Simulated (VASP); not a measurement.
# Zn (Fm-3m) in VASP: a series of runs

Aim: see how the results for Zn move with the level of theory and the settings. Levels: PBE, BLYP+D4, LDA, r2SCAN, PBEsol. Tasks: single point.

Program: VASP 6.6.1. These are calculated values, not measurements. Logs are shortened: lines on timing, memory, paths and dates and some standing lists are left out, and cuts for length are marked.

## (1) The cell of the first run

It takes space group Fm-3m (No. 225, cubic). The conventional cell has a = 3.930 Å, b = 3.930 Å, c = 3.930 Å, α = 90.00°, β = 90.00°, γ = 90.00°. Zn (site symmetry m-3m) has 12 Zn at 2.78 Å within 3.7 Å.

## (2) Single point, PBE

INCAR reads:

```
SYSTEM = Zn
PREC = Accurate
ENCUT = 520
EDIFF = 1E-6
ISMEAR = -1
SIGMA = 0.04
LREAL = .False.
LASPH = .True.
NELM = 100
ALGO = Normal
ISIF = 2
LWAVE = .False.
LCHARG = .False.
GGA = PE
NBANDS = 12
```

KPOINTS reads:

```
regular mesh
0
Gamma
  5 5 5
  0 0 0
```

POSCAR reads:

```
Zn
1.0
    0.0000000000      1.9647760000      1.9647760000
    1.9647760000      0.0000000000      1.9647760000
    1.9647760000      1.9647760000      0.0000000000
Zn
1
Direct
    0.0000000000      0.0000000000      0.0000000000
```

Potentials or basis: VASP PAW PBE potentials, release 64 (Zn).

Command:

```bash
> cat potpaw_PBE.64/Zn/POTCAR > POTCAR
> mpirun -np 1 vasp_std > vasp.out
```

OUTCAR:

```text
SYSTEM = Zn
   PREC = Accurate
   ENCUT = 520
   EDIFF = 1E-6
   ISMEAR = -1
   LREAL = .False.
   LASPH = .True.
   NELM = 100
   ISIF = 2
   GGA = PE

 ion  position               nearest neighbor table
   1  0.000  0.000  0.000-

  LATTYP: Found a face centered cubic cell.
 ALAT       =     3.9295520000

  Lattice vectors:

 A1 = (   0.0000000000,   1.9647760000,   1.9647760000)
 A2 = (   1.9647760000,   0.0000000000,   1.9647760000)
 A3 = (   1.9647760000,   1.9647760000,   0.0000000000)

Analysis of symmetry for initial positions (statically):
=====================================================================
 Subroutine PRICEL returns:
 Original cell was already a primitive cell.

 Routine SETGRP: Setting up the symmetry group for a
 face centered cubic supercell.

 Subroutine GETGRP returns: Found 48 space group operations
 (whereof 48 operations were pure point group operations)
 out of a pool of 48 trial point group operations.

The static configuration has the point symmetry O_h .

Analysis of symmetry for dynamics (positions and initial velocities):
=====================================================================
 Subroutine PRICEL returns:
 Original cell was already a primitive cell.

 Routine SETGRP: Setting up the symmetry group for a
 face centered cubic supercell.

 Subroutine GETGRP returns: Found 48 space group operations
 (whereof 48 operations were pure point group operations)
 out of a pool of 48 trial point group operations.

The dynamic configuration has the point symmetry O_h .

 Subroutine INISYM returns: Found 48 space group operations
 (whereof 48 operations are pure point group operations),
 and found     1 'primitive' translations

----------------------------------------------------------------------------------------

                                     Primitive cell

  volume of cell :      15.1694

  direct lattice vectors                    reciprocal lattice vectors
     0.000000000  1.964776000  1.964776000    -0.254481936  0.254481936  0.254481936
     1.964776000  0.000000000  1.964776000     0.254481936 -0.254481936  0.254481936
     1.964776000  1.964776000  0.000000000     0.254481936  0.254481936 -0.254481936

  length of vectors
     2.778612866  2.778612866  2.778612866     0.440775643  0.440775643  0.440775643

  position of ions in fractional coordinates (direct lattice)
     0.000000000  0.000000000  0.000000000

  ion indices of the primitive-cell ions
   primitive index   ion index
                 1           1

----------------------------------------------------------------------------------------

 KPOINTS: regular mesh

Automatic generation of k-mesh.
 Grid dimensions read from file:
 generate k-points for:    5    5    5

 Generating k-lattice:

  Cartesian coordinates                     Fractional coordinates (reciprocal lattice)
    -0.050896387  0.050896387  0.050896387     0.200000000  0.000000000  0.000000000
     0.050896387 -0.050896387  0.050896387     0.000000000  0.200000000  0.000000000
     0.050896387  0.050896387 -0.050896387     0.000000000  0.000000000  0.200000000

  Length of vectors
     0.088155129  0.088155129  0.088155129

  Shift w.r.t. Gamma in fractional coordinates (k-lattice)
     0.000000000  0.000000000  0.000000000

 Subroutine IBZKPT returns following result:
 ===========================================

 Found     10 irreducible k-points:

 Following reciprocal coordinates:
            Coordinates               Weight
  0.000000  0.000000  0.000000      1.000000
  0.200000  0.000000  0.000000      8.000000
  0.400000  0.000000  0.000000      8.000000
  0.200000  0.200000  0.000000      6.000000
  0.400000  0.200000  0.000000     24.000000
 -0.400000  0.200000  0.000000     24.000000
 -0.200000  0.200000  0.000000     12.000000
  0.400000  0.400000  0.000000      6.000000
 -0.400000  0.400000  0.000000     12.000000
 -0.400000  0.400000  0.200000     24.000000
   k-points           NKPTS =     10   k-points in BZ     NKDIM =     10   number of bands    NBANDS=     12
   number of dos      NEDOS =    301   number of ions     NIONS =      1
   total plane-waves  NPLWV =  13824
   dimension x,y,z NGX =    24 NGY =   24 NGZ =   24
   dimension x,y,z NGXF=    48 NGYF=   48 NGZF=   48
   ions per type =               1
   NGX,Y,Z   is equivalent  to a cutoff of  14.36, 14.36, 14.36 a.u.
   NGXF,Y,Z  is equivalent  to a cutoff of  28.72, 28.72, 28.72 a.u.
 SYSTEM =  Zn
   PREC   = accura    normal or accurate (medium, high low for compatibility)
   ISTART =      0    job   : 0-new  1-cont  2-samecut
   ICHARG =      2    charge: 1-file 2-atom 10-const
   ISPIN  =      1    spin polarized calculation?
   LNONCOLLINEAR =      F non collinear calculations
   LSORBIT =      F    spin-orbit coupling
   LASPH  =      T    aspherical Exc in radial PAW
   ENCUT  =  520.0 eV  38.22 Ry    6.18 a.u.   5.17  5.17  5.17*2*pi/ulx,y,z
   NELM   =    100;   NELMIN=  2; NELMDL= -5     # of ELM steps
   EDIFF  = 0.1E-05   stopping-criterion for ELM
   LREAL  =      F    real-space projection
   EDIFFG = 0.1E-04   stopping-criterion for IOM
   NSW    =      0    number of steps for IOM
   IBRION =     -1    ionic relax: 0-MD 1-quasi-New 2-CG
   NFREE  =      0    steps in history (QN), initial steepest desc. (CG)
   ISIF   =      2    stress and relaxation
   ISYM   =      2    0-nonsym 1-usesym 2-fastsym
   POTIM  = 0.5000    time-step for ionic-motion
   TEBEG  =    0.0;   TEEND  =   0.0 temperature during run
   PSTRESS=    0.0 pullay stress
   NELECT =      12.0000    total number of electrons
   NUPDOWN=      -1.0000    fix difference up-down
   EMIN   =  10.00;   EMAX   =-10.00  energy-range for DOS
   EFERMI =   0.00;   METHOD = LEGACY
   ISMEAR =    -1;   SIGMA  =   0.04  broadening in eV -4-tet -1-fermi 0-gaus
   EFERMI_NEDOS =   21; number of points for ismear=-14 and -15
   IALGO  =     38    algorithm
   IMIX   =      4    mixing-type and parameters
     AMIX     =   0.40;   BMIX     =  1.00
     AMIX_MAG =   1.60;   BMIX_MAG =  1.00
  volume/ion in A,a.u.               =      15.17       102.37
  Fermi-wavevector in a.u.,A,eV,Ry     =   1.514069  2.861175 31.190044  2.292404
  Thomas-Fermi vector in A             =   2.623775
   LORBIT       =      0    0 simple, 1 ext, 2 COOP (PROOUT), +10 PAW based schemes
   GGA     = PE    functional components
   LHFCALC =     F    Hartree Fock is set to
   AEXX    =    0.0000 exact exchange contribution
   IVDW    =     0    specifies the selected vdW correction
   LEPSILON=     F    determine dielectric tensor
   LRPA    =     F    only Hartree local field effects (RPA)
 non-spin polarized calculation
  energy-cutoff  :      520.00
  volume of cell :       15.17
 maximum number of plane-waves:       416
 NGX is ok and might be reduce to    24
   NGX = 11   NGY = 11   NGZ = 11

 number of electron      12.0000008 magnetization

 Free energy of the ion-electron system (eV)
  ---------------------------------------------------
  ext. energy  EPLUGINS =         0.00000000
  ---------------------------------------------------
  free energy    TOTEN  =        -1.02025192 eV

  energy without entropy =       -1.00759427  energy(sigma->0) =       -1.01392310

 E-fermi :   3.1461     XC(G=0): -11.5758

 val. band max:        1.4204384315   @ k =  -0.4000   0.4000   0.2000
 cond. band min:       3.1521762879   @ k =  -0.4000   0.2000   0.0000
 fundamental gap:      1.7317378564
 Fermi energy:         3.1461280555

 k-point     1 :       0.0000    0.0000    0.0000
  band No.  band energies     occupation
      1      -7.2697      2.00000
      2      -4.5210      2.00000
      3      -4.5210      2.00000
      4      -4.5210      2.00000
      5      -4.1399      2.00000
      6      -4.1399      2.00000
      7      21.3551      0.00000
      8      21.3551      0.00000
      9      21.3551      0.00000
     10      21.9787      0.00000
     11      24.1346      0.00000
     12      24.1346      0.00000

 k-point     2 :       0.2000    0.0000    0.0000
  band No.  band energies     occupation
      1      -6.1375      2.00000
      2      -4.5280      2.00000
      3      -4.4405      2.00000
      4      -4.4405      2.00000
      5      -4.1304      2.00000
      6      -4.1304      2.00000
      7      12.6549      0.00000
      8      19.5053      0.00000
      9      19.5053      0.00000
     10      21.4111      0.00000
     11      26.1104      0.00000
     12      26.1104      0.00000

 k-point     3 :       0.4000    0.0000    0.0000
  band No.  band energies     occupation
      1      -5.2493      2.00000
      2      -4.5047      2.00000
      3      -4.5047      2.00000
      4      -3.9063      2.00000
      5      -3.9063      2.00000
      6      -1.9091      2.00000
      7       4.4031      0.00000
      8      18.4314      0.00000
      9      18.4314      0.00000
     10      20.6619      0.00000
     11      22.5413      0.00000
     12      22.5413      0.00000
[... 76 lines left out ...]
 k-point     9 :      -0.4000    0.4000    0.0000
  band No.  band energies     occupation
      1      -5.0624      2.00000
      2      -4.9333      2.00000
      3      -4.0981      2.00000
      4      -3.9932      2.00000
      5      -3.8456      2.00000
      6       3.2464      0.15092
      7       5.3112      0.00000
      8       6.2582      0.00000
      9      12.5030      0.00000
     10      16.2436      0.00000
     11      22.4688      0.00000
     12      34.4142      0.00000

 k-point    10 :      -0.4000    0.4000    0.2000
  band No.  band energies     occupation
      1      -4.8218      2.00000
      2      -4.7738      2.00000
      3      -4.4997      2.00000
      4      -4.0734      2.00000
      5      -3.8723      2.00000
      6       1.4204      2.00000
      7       7.0234      0.00000
      8       7.8023      0.00000
      9       9.6742      0.00000
     10      23.0018      0.00000
     11      23.0203      0.00000
     12      26.4701      0.00000

------------------------ aborting loop because EDIFF is reached ----------------------------------------

  FORCE on cell =-STRESS in cart. coord.  units (eV):
  Direction    XX          YY          ZZ          XY          YZ          ZX
  --------------------------------------------------------------------------------------
  -------------------------------------------------------------------------------------
  Total        0.1432123      0.1432123      0.1432123      0.0000000      0.0000000      0.0000000
  in kB       15.1259161     15.1259161     15.1259161      0.0000000      0.0000000      0.0000000
  external PRESSURE =      15.1259161 kB  Pullay stress =       0.0000000 kB

 VOLUME and BASIS-vectors are now :
 -----------------------------------------------------------------------------
  energy-cutoff  :      520.00
  volume of cell :       15.17
      direct lattice vectors                 reciprocal lattice vectors
     0.000000000  1.964776000  1.964776000    -0.254481936  0.254481936  0.254481936
     1.964776000  0.000000000  1.964776000     0.254481936 -0.254481936  0.254481936
     1.964776000  1.964776000  0.000000000     0.254481936  0.254481936 -0.254481936

 POSITION                                       TOTAL-FORCE (eV/Angst)
 -----------------------------------------------------------------------------------
      0.00000      0.00000      0.00000         0.000000      0.000000      0.000000
 -----------------------------------------------------------------------------------
    total drift:                                0.000000     -0.000000     -0.000000

  FREE ENERGIE OF THE ION-ELECTRON SYSTEM (eV)
  ---------------------------------------------------
  free  energy   TOTEN  =        -1.0202519199 eV

  energy  without entropy=       -1.0075942705  energy(sigma->0) =       -1.01392310
```

Run time: 3.1 s. Hardware: 1 thread of Intel Xeon 6975P-C (Granite Rapids), shared host; peak memory 0.13 GiB.

Results:

| Item | Value |
| --- | --- |
| Free energy | -1.0203 eV |
| Pressure | 1.5 GPa |
| Band gap on the k mesh | zero (band 6 reaches 3.25 eV, above the bottom of band 7 at 3.15 eV) |

Levels at points of the mesh, in eV from the Fermi level:
```
           k point  band 4  band 5  band 6  band 7  band 8  band 9
(0.00, 0.00, 0.00)   -7.67   -7.29   -7.29   18.21   18.21   18.21
```

Caveat: the k points lie up to 0.55 Å⁻¹ apart.

## (3) Single point, BLYP+D4, collinear spin, ferromagnetic start

INCAR reads:

```
AGGAC = 1.0
AGGAX = 1.0
ALDAC = 0.0
ALDAX = 1.0
ALGO = Normal
EDIFF = 1E-6
ENCUT = 520
GGA = B5
ISIF = 2
ISMEAR = -1
ISPIN = 2
IVDW = 13
LASPH = T
LCHARG = F
LORBIT = 11
LREAL = F
LWAVE = F
MAGMOM = 0.54
NBANDS = 16
NELM = 150
PREC = Accurate
SIGMA = 0.15
VDW_A1 = 0.44488865
VDW_A2 = 4.0933009
VDW_S6 = 1.0
VDW_S8 = 2.34076671
```

KPOINTS reads:

```
k-points
0
Gamma
  12 12 12
```

POSCAR is that of step 2.

Potentials or basis: VASP PAW PBE potentials, release 64 (Zn).

Command:

```bash
> cat potpaw_PBE.64/Zn/POTCAR > POTCAR
> mpirun -np 1 vasp_std > vasp.out
```

It took 27 s on 1 thread of Intel Xeon 6975P-C (Granite Rapids), shared host; peak memory 0.16 GiB.

It converged, with:

```yaml
Free_energy: -0.9285 eV
Pressure: 0.2 GPa
Band_gap_on_the_k_mesh: zero (filled and empty bands overlap)
Net_moment: 0.00 μB per cell
Valence_electrons_inside_the_program's_atomic_spheres: Zn 10.80
Dispersion_energy_per_atom: -0.614 eV
```

Levels at points of the mesh, in eV from the Fermi level:
Spin up:
| k point | band 2 | band 3 | band 4 | band 5 | band 6 | band 7 | band 8 | band 9 | band 10 | band 11 |
| --- | --- | --- | --- | --- | --- | --- | --- | --- | --- | --- |
| (0.00, 0.00, 0.00) | -7.75 | -7.75 | -7.75 | -7.38 | -7.38 | 18.10 | 18.10 | 18.10 | 19.30 | 21.19 |
| (0.50, 0.00, 0.00) | -7.76 | -7.76 | -7.09 | -7.09 | -2.70 | -1.45 | 15.05 | 15.05 | 17.95 | 19.17 |
| (0.50, 0.50, 0.00) | -8.35 | -7.10 | -7.02 | -7.02 | -0.88 | 1.69 | 8.41 | 8.41 | 12.36 | 13.43 |
Spin down:
| k point | band 3 | band 4 | band 5 | band 6 | band 7 | band 8 | band 9 | band 10 |
| --- | --- | --- | --- | --- | --- | --- | --- | --- |
| (0.00, 0.00, 0.00) | -7.75 | -7.75 | -7.37 | -7.37 | 18.10 | 18.10 | 18.10 | 19.30 |
| (0.50, 0.00, 0.00) | -7.75 | -7.09 | -7.09 | -2.70 | -1.45 | 15.05 | 15.05 | 17.95 |
| (0.50, 0.50, 0.00) | -7.10 | -7.02 | -7.02 | -0.88 | 1.69 | 8.41 | 8.41 | 12.36 |

Caveat: the PAW data sets were made with another functional, which shifts forces and pressure a little; pairwise dispersion overbinds metals, which lowers pressure and volume.

## (4) Single point, LDA

INCAR reads:

```
PREC = Accurate ; ENCUT = 520
EDIFF = 1E-7 ; ISMEAR = 1
SIGMA = 0.1 ; LREAL = False
LASPH = True ; NELM = 60
ALGO = Fast ; ISIF = 2
LWAVE = False ; LCHARG = True
GGA = CA ; LELF = True
LVHAR = True ; NBANDS = 12
```

KPOINTS reads:

```
Automatic mesh
0
Gamma
  12 12 12
```

POSCAR reads:

```
Zn
1.0
    2.7786128662      0.0000000000      0.0000000000
    1.3893064331      2.4063493294      0.0000000000
    1.3893064331      0.8021164431      2.2687279050
Zn
1
Direct
    0.0000000000      0.0000000000      0.0000000000
```

Potentials or basis: VASP PAW LDA potentials, release 64 (Zn).

Command:

```bash
> cat potpaw_LDA.64/Zn/POTCAR > POTCAR
> mpirun -np 1 vasp_std > vasp.out
```

It took 12 s on 1 thread of AMD EPYC 7R13 (Zen 3), shared host; peak memory 0.1 GiB.

Results (log left out):

```yaml
Free_energy: -1.7948 eV
Pressure: -8.1 GPa
Band_gap_on_the_k_mesh: zero (band 6 reaches 5.09 eV, above the bottom of band 7 at 1.41 eV)
```

Levels at points of the mesh, in eV from the Fermi level:
```
           k point  band 4  band 5  band 6  band 7  band 8  band 9
(0.00, 0.00, 0.00)   -7.65   -7.27   -7.27   18.16   18.16   18.16
(0.50, 0.00, 0.00)   -6.98   -6.98   -2.82   -1.39   15.13   15.13
(0.50, 0.50, 0.00)   -6.91   -6.91   -0.94    1.72    8.40    8.40
```

## (5) Single point, r2SCAN

POSCAR reads:

```
Zn
1.0
    0.0000000000      1.9647760000      1.9647760000
    1.9647760000      0.0000000000      1.9647760000
    1.9647760000      1.9647760000      0.0000000000
Zn
1
Direct
    0.0000000000      0.0000000000      0.0000000000
```

INCAR.step1 reads:

```
PREC = Accurate ; ENCUT = 520
ISMEAR = -1 ; SIGMA = 0.05
LREAL = False ; LASPH = True
NELM = 80 ; NBANDS = 12
GGA = PE ; ALGO = Normal
EDIFF = 1E-4 ; LWAVE = True
LCHARG = False
```

INCAR.step2 reads:

```
PREC = Accurate ; ENCUT = 520
EDIFF = 1E-7 ; ISMEAR = -1
SIGMA = 0.05 ; LREAL = False
LASPH = True ; NELM = 80
ALGO = Normal ; ISIF = 2
LWAVE = False ; LCHARG = True
METAGGA = R2SCAN ; LMIXTAU = True
LELF = True ; LVHAR = True
NBANDS = 12 ; ISTART = 1
```

KPOINTS is that of step 4.

Potentials or basis: VASP PAW PBE potentials, release 64 (Zn).

Command:

```bash
> cat potpaw_PBE.64/Zn/POTCAR > POTCAR
> cp INCAR.step1 INCAR
> mpirun -np 1 vasp_std > vasp.out
> cp INCAR.step2 INCAR
> mpirun -np 1 vasp_std > vasp.out
```

Wall time 36 s (1 thread of Intel Xeon 6975P-C (Granite Rapids), shared host); peak memory 0.14 GiB.

Results (log left out):

```yaml
Free_energy: -8.8489 eV
Pressure: -4.3 GPa
Band_gap_on_the_k_mesh: zero (band 6 reaches 5.26 eV, above the bottom of band 7 at 1.59 eV)
```

Levels at points of the mesh, in eV from the Fermi level:
```csv
k point,band 3,band 4,band 5,band 6,band 7,band 8,band 9,band 10
"(0.00, 0.00, 0.00)",-7.90,-7.90,-7.51,-7.51,19.40,19.40,19.40,19.75
"(0.50, 0.00, 0.00)",-7.90,-7.22,-7.22,-3.04,-1.31,16.22,16.22,18.37
"(0.50, 0.50, 0.00)",-7.24,-7.15,-7.15,-1.05,1.98,8.99,8.99,12.41
```

Caveat: the PAW data sets were made with another functional, which shifts forces and pressure a little.

## (6) Single point, PBEsol

INCAR reads:

```
  ALGO = Fast
  EDIFF = 1E-6
  ENCUT = 520
  GGA = PS
  ISIF = 2
  ISMEAR = 0
  LASPH = T
  LCHARG = F
  LREAL = F
  LWAVE = F
  NBANDS = 12
  NELM = 60
  PREC = Accurate
  SIGMA = 0.1
```

KPOINTS reads:

```
k-points
0
Gamma
  12 12 12
```

POSCAR is that of step 5.

Potentials or basis: VASP PAW PBE potentials, release 64 (Zn).

Command:

```bash
> cat potpaw_PBE.64/Zn/POTCAR > POTCAR
> mpirun -np 1 vasp_std > vasp.out
```

It took 16 s on 1 thread of Intel Xeon 8259CL, shared host; peak memory 0.14 GiB.

Results (log left out):

```
Free energy            : -1.5364 eV
Pressure               : -4.9 GPa
Band gap on the k mesh : zero (band 6 reaches 5.15 eV, above the bottom of band 7 at 1.53 eV)
```

Levels at points of the mesh, in eV from the Fermi level:
| k point | band 3 | band 4 | band 5 | band 6 | band 7 | band 8 | band 9 | band 10 |
| --- | --- | --- | --- | --- | --- | --- | --- | --- |
| (0.00, 0.00, 0.00) | -7.54 | -7.54 | -7.15 | -7.15 | 18.30 | 18.30 | 18.30 | 18.97 |
| (0.50, 0.00, 0.00) | -7.54 | -6.87 | -6.87 | -2.86 | -1.33 | 15.27 | 15.27 | 17.50 |
| (0.50, 0.50, 0.00) | -6.88 | -6.80 | -6.80 | -0.95 | 1.78 | 8.46 | 8.46 | 12.14 |

Caveat: the PAW data sets were made with another functional, which shifts forces and pressure a little.

## (7) Summary

```csv
level,potentials or basis,spin,k mesh,smearing,gap on the mesh (eV),pressure (GPa)
PBE,"VASP PAW PBE potentials, release 64 (Zn)",off,5 × 5 × 5,fermi-dirac 0.04 eV,none,1.5
BLYP+D4,"VASP PAW PBE potentials, release 64 (Zn)","collinear, ferromagnetic start",12 × 12 × 12,fermi-dirac 0.15 eV,none,0.2
LDA,"VASP PAW LDA potentials, release 64 (Zn)",off,12 × 12 × 12,methfessel-paxton 0.1 eV,none,-8.1
r2SCAN,"VASP PAW PBE potentials, release 64 (Zn)",off,12 × 12 × 12,fermi-dirac 0.05 eV,none,-4.3
PBEsol,"VASP PAW PBE potentials, release 64 (Zn)",off,12 × 12 × 12,gaussian 0.1 eV,none,-4.9
```

Alike in all rows: task single point; cell a = 2.779 Å, angles 60.0°, 1 atom; cutoff (eV) 520.

Caveats: some runs use coarse meshes; the PAW data sets were made with another functional, which shifts forces and pressure a little (some runs); pairwise dispersion overbinds metals, which lowers pressure and volume (some runs).

Total energies depend on the potentials used, so only differences within one code and one set of settings carry meaning.
